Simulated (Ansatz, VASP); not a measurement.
## PtS2: VASP beside Ansatz

File INCAR:

```
PREC = Accurate
ENCUT = 520
EDIFF = 1E-7
ISMEAR = 0
SIGMA = 0.1
LREAL = F
LASPH = T
NELM = 60
ALGO = Normal
ISIF = 2
LWAVE = F
LCHARG = F
GGA = PE
NBANDS = 18
```

The input KPOINTS:

```
regular mesh
0
Gamma
  6 6 4
```

POSCAR

```
PtS2
1.0
    3.5431994758      0.0000000000      0.0000000000
   -1.7715997379      3.0685007567      0.0000000000
    0.0000000000      0.0000000000      5.0388000000
Pt S
1 2
Direct
    0.0000000000      0.0000000000      0.0000000000
    0.3333333333      0.6666666667      0.2500000000
    0.6666666667      0.3333333333      0.7500000000
```

Input for Ansatz:

```yaml
crystal:
  lattice:
    - [3.5431994758, 0.0, 0.0]
    - [-1.7715997379, 3.0685007567, 0.0]
    - [0.0, 0.0, 5.0388]
  atoms:
    - { symbol: Pt, position: [0.0, 0.0, 0.0] }
    - { symbol: S, position: [0.3333333333, 0.6666666667, 0.25] }
    - { symbol: S, position: [0.6666666667, 0.3333333333, 0.75] }
basis:
  ecutwfc: 420
kpoints:
  mp_grid: { grid: [6, 6, 4] }
hamiltonian:
  xc: pbe
scf:
  occupations: { method: gaussian, width: 0.1 }
output:
  forces: true
  stress: true
  eigenvalues: true
```

Alike in both runs: task single point; functional PBE; k mesh 6 × 6 × 4; occupations gaussian, width 0.1 eV; no spin polarisation.

|  | VASP | Ansatz |
| --- | --- | --- |
| version | VASP 6.6.1 | Ansatz 0.2.0 |
| potentials or method | VASP PAW PBE potentials, release 64 (Pt, S), cutoff 520 eV | scalar-relativistic, plane waves, PAW |
| valence electrons in the cell | 22 | 30 |

|  | VASP | Ansatz | Ansatz less VASP |
| --- | --- | --- | --- |
| gap on the k mesh at the Fermi level (eV) | 0.56 | 0.56 | -0.002 |
| least direct gap on the mesh (eV) | 1.31 | 1.31 | -0.005 |
| pressure (GPa) | 2.0 | 2.4 | +0.44 |
| traceless stress, the component that is largest in VASP (GPa) | -1.70 | -1.83 | -0.128 |
| rms of the force components (eV/Å) | 0.176 | 0.157 | -0.0188 |

Atom by atom the forces differ by 0.019 eV/Å (rms over components). VASP's potentials hold 22 valence electrons a cell and Ansatz's 30, so a difference there can come from the potentials and not from the codes.

Spin-orbit coupling is off throughout.
